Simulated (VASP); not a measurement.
# LiLu (Fm-3m) in VASP: notebook, part 2 of 2

VASP 6.6.1.

### 3 Relaxation of cell and atoms, PBE

This run uses another cell than the first one, of 25.42 Å³/atom, 0.995 times its volume.

INCAR

```
  PREC = Accurate
  ENCUT = 600
  EDIFF = 1E-7
  ISMEAR = 0
  SIGMA = 0.1
  LREAL = False
  LASPH = True
  NELM = 100
  ALGO = Normal
  ISIF = 3
  LWAVE = False
  LCHARG = False
  GGA = PE
  IBRION = 2
  NSW = 100
  EDIFFG = -0.01
```

KPOINTS

```
regular mesh
0
Gamma
  16 16 16
```

POSCAR

```
LiLu
1.0
    0.0000000000      2.9403867011      2.9403867011
    2.9403867011      0.0000000000      2.9403867011
    2.9403867011      2.9403867011      0.0000000000
Li Lu
1 1
Direct
    0.5000000000      0.5000000000      0.5000000000
    0.0000000000      0.0000000000      0.0000000000
```

Potentials or basis: VASP PAW PBE potentials, release 64 (Li_sv, Lu).

Run with:

```bash
cat potpaw_PBE.64/Li_sv/POTCAR potpaw_PBE.64/Lu/POTCAR > POTCAR
mpirun -np 1 vasp_std > vasp.out
```

OUTCAR:

```text
PREC = Accurate
   ENCUT = 600
   EDIFF = 1E-7
   ISMEAR = 0
   LREAL = False
   LASPH = True
   NELM = 100
   ISIF = 3
   GGA = PE
   IBRION = 2
   NSW = 100
   EDIFFG = -0.01

 ion  position               nearest neighbor table
   1  0.500  0.500  0.500-   2 2.94   2 2.94   2 2.94   2 2.94   2 2.94   2 2.94
   2  0.000  0.000  0.000-   1 2.94   1 2.94   1 2.94   1 2.94   1 2.94   1 2.94

  LATTYP: Found a face centered cubic cell.
 ALAT       =     5.8807734022

  Lattice vectors:

 A1 = (   0.0000000000,   2.9403867011,   2.9403867011)
 A2 = (   2.9403867011,   0.0000000000,   2.9403867011)
 A3 = (   2.9403867011,   2.9403867011,   0.0000000000)

[... 247 lines left out ...]

 number of electron      28.0000000 magnetization

 Free energy of the ion-electron system (eV)
  ---------------------------------------------------
  ext. energy  EPLUGINS =         0.00000000
  ---------------------------------------------------
  free energy    TOTEN  =        -5.35303214 eV

  energy without entropy =       -5.34050083  energy(sigma->0) =       -5.34676649

 E-fermi :   1.4493     XC(G=0):  -9.1442

 val. band max:        1.4451312201   @ k =   0.5000   0.3750   0.1250
 cond. band min:       1.4534761815   @ k =   0.4375   0.3125   0.0625
 fundamental gap:      0.0083449614
 Fermi energy:         1.4493180915

 k-point     1 :       0.0000    0.0000    0.0000
  band No.  band energies     occupation
      1     -55.5880      2.00000
      2     -44.6475      2.00000
      3     -26.1716      2.00000
      4     -26.1716      2.00000
      5     -26.1716      2.00000
      6      -4.2175      2.00000
[... 481 lines left out ...]
      5     -26.1721      2.00000
      6      -4.2174      2.00000
[... 10 lines left out ...]
     17       3.7512      0.00000
     18       4.0261      0.00000

 [... further k-points ...]
[... 5 lines left out ...]
  --------------------------------------------------------------------------------------
  -------------------------------------------------------------------------------------
  Total       -0.0102593     -0.0102593     -0.0102593      0.0000000     -0.0000000      0.0000000
  in kB       -0.3207921     -0.3207921     -0.3207921      0.0000000     -0.0000000      0.0000000
  external PRESSURE =      -0.3207921 kB  Pullay stress =       0.0000000 kB
[... 17 lines left out ...]
  FREE ENERGIE OF THE ION-ELECTRON SYSTEM (eV)
  ---------------------------------------------------
  free  energy   TOTEN  =        -5.3530321438 eV

  energy  without entropy=       -5.3405008289  energy(sigma->0) =       -5.34676649

 reached required accuracy - stopping structural energy minimisation
```

OSZICAR:

```text
N       E                     dE             d eps       ncg     rms          rms(c)
DAV:   1     0.137465291713E+03    0.13747E+03   -0.13116E+04  6302   0.517E+03
DAV:   2     0.839563923531E+01   -0.12907E+03   -0.12647E+03  5262   0.432E+02
DAV:   3    -0.397439136525E+01   -0.12370E+02   -0.12164E+02  8364   0.999E+01
[... 27 lines left out ...]
DAV:   4    -0.535224239176E+01   -0.56844E-03   -0.95714E-04  8710   0.265E-01    0.105E-01
DAV:   5    -0.535300157220E+01   -0.75918E-03   -0.15460E-03 10252   0.276E-01    0.349E-02
DAV:   6    -0.535302396081E+01   -0.22389E-04   -0.49236E-05  6828   0.578E-02    0.144E-02
DAV:   7    -0.535303207444E+01   -0.81136E-05   -0.19463E-05  9724   0.307E-02    0.285E-03
DAV:   8    -0.535303214385E+01   -0.69412E-07   -0.78903E-07  7048   0.494E-03
   3 F= -.53530321E+01 E0= -.53467665E+01  d E =-.124569E-03
```

Run time: 3.1 min. Hardware: 1 thread of Intel Xeon 6975P-C (Granite Rapids), shared host; peak memory 0.34 GiB.

Results:

```yaml
Free_energy: -5.3530 eV
Relaxed_volume: 25.62 Å³/atom
Relaxed_cell: a = 4.169 Å, b = 4.169 Å, c = 4.169 Å, α = 60.00°, β = 60.00°, γ = 60.00°
Space_group_after_relaxing_to_0.05_Å: Fm-3m (No. 225)
Energy_gained_by_relaxing: 0.1 meV/atom
Ionic_steps: 3
Pressure_after_relaxing: 0.0 GPa
Band_gap_on_the_k_mesh: zero (band 14 reaches 3.05 eV, above the bottom of band 15 at 0.92 eV)
```

Step by step:
| step | energy change (eV) | largest force (eV/Å) | pressure (GPa) | volume (Å³) |
| --- | --- | --- | --- | --- |
| 1 | 0.0000 | 0.0000 | 0.16 | 50.84 |
| 2 | -0.0001 | 0.0000 | 0.08 | 51.03 |
| 3 | -0.0001 | 0.0000 | -0.03 | 51.24 |

Final structure:
```yaml
crystal:
  lattice:
    - [0.00000, 2.94798, 2.94798]
    - [2.94798, 0.00000, 2.94798]
    - [2.94798, 2.94798, 0.00000]
  atoms:
    - { symbol: Li, position: [0.50000, 0.50000, 0.50000] }
    - { symbol: Lu, position: [0.00000, 0.00000, 0.00000] }
```

Levels at points of the mesh, in eV from the Fermi level:
| k point | band 11 | band 12 | band 13 | band 14 | band 15 | band 16 | band 17 | band 18 |
| --- | --- | --- | --- | --- | --- | --- | --- | --- |
| (0.00, 0.00, 0.00) | -5.64 | -5.64 | -4.96 | 1.60 | 1.60 | 1.60 | 2.62 | 2.62 |
| (0.50, 0.00, 0.00) | -5.64 | -5.64 | -2.76 | -0.64 | 0.75 | 0.75 | 3.72 | 3.72 |
| (0.50, 0.50, 0.00) | -5.65 | -5.63 | -1.34 | -0.58 | -0.13 | 3.05 | 3.05 | 3.32 |

Caveat: the cutoff is under 1.25 times the usual one of these potentials, so pressure, stress and relaxed cells hold a basis-set (Pulay) error; spin-orbit coupling is left out, which moves the levels of the heavy elements.

### 4 Single point, PBE

This run uses another cell than the first one, of 14.08 Å³/atom, 0.551 times its volume.

INCAR

```
ALGO     = Normal         # electronic algorithm
EDIFF    = 1E-6           # SCF threshold, eV
ENCUT    = 520            # plane-wave cutoff, eV
GGA      = PE             # functional
ISIF     = 2              # what is computed and relaxed
ISMEAR   = 0              # smearing method
LASPH    = True           # aspherical terms in the spheres
LCHARG   = True           # write CHGCAR
LELF     = True           # ELF
LREAL    = False          # projectors in reciprocal space
LVHAR    = True         
LWAVE    = False          # write WAVECAR
NBANDS   = 21             # bands
NELM     = 100            # most SCF steps
PREC     = Accurate       # precision mode
SIGMA    = 0.1            # smearing width, eV
```

KPOINTS

```
k-points
0
Gamma
  6 6 6
```

POSCAR

```
LiLu
1.0
    0.0000000000      2.4146762100      2.4146762100
    2.4146762100      0.0000000000      2.4146762100
    2.4146762100      2.4146762100      0.0000000000
Li Lu
1 1
Direct
    0.5000000000      0.5000000000      0.5000000000
    0.0000000000      0.0000000000      0.0000000000
```

Run with:

```bash
cat potpaw_PBE.64/Li_sv/POTCAR potpaw_PBE.64/Lu/POTCAR > POTCAR
mpirun -np 1 vasp_std > vasp.out
```

Run time: 8.1 s. Hardware: 1 thread of Intel Xeon 6975P-C (Granite Rapids), shared host; peak memory 0.17 GiB.

The run converged. Its results:

| Property | Result |
| --- | --- |
| Free energy | -3.1304 eV |
| Band gap on the k mesh | zero (band 14 reaches 6.08 eV, above the bottom of band 15 at 3.89 eV) |

Levels at points of the mesh, in eV from the Fermi level:
```tsv
k point	band 11	band 12	band 13	band 14	band 15	band 16	band 17	band 18
(0.00, 0.00, 0.00)	-4.47	-4.47	-4.47	1.86	1.86	1.86	4.06	4.06
(0.50, 0.00, 0.00)	-4.49	-4.46	-4.11	0.34	0.34	1.01	6.30	6.30
(0.50, 0.50, 0.00)	-4.53	-4.47	-1.51	-1.39	0.19	5.17	5.17	6.05
```

Caveat: the k points lie up to 0.38 Å⁻¹ apart; the cutoff is under 1.25 times the usual one of these potentials, so pressure, stress and relaxed cells hold a basis-set (Pulay) error; spin-orbit coupling is left out, which moves the levels of the heavy elements.

### 5 Overview

| task | cell | k mesh | cutoff (eV) | gap on the mesh (eV) |
| --- | --- | --- | --- | --- |
| single point | a = 4.166 Å, angles 60.0°, 2 atoms | 16 × 16 × 16 | 520 | none |
| relaxation of cell and atoms | relaxed from a = 4.158 Å, angles 60.0°, 2 atoms | 16 × 16 × 16 | 600 | none |
| single point | a = 3.415 Å, angles 60.0°, 2 atoms | 6 × 6 × 6 | 520 | none |

Alike in all rows: level PBE; potentials or basis VASP PAW PBE potentials, release 64 (Li_sv, Lu); no spin polarisation; smearing gaussian 0.1 eV.

Caveats: some runs use coarse meshes; the cutoff is under 1.25 times the usual one of these potentials, so pressure, stress and relaxed cells hold a basis-set (Pulay) error; spin-orbit coupling is left out, which moves the levels of the heavy elements.

Total energies depend on the potentials used, so only differences within one code and one set of settings carry meaning.
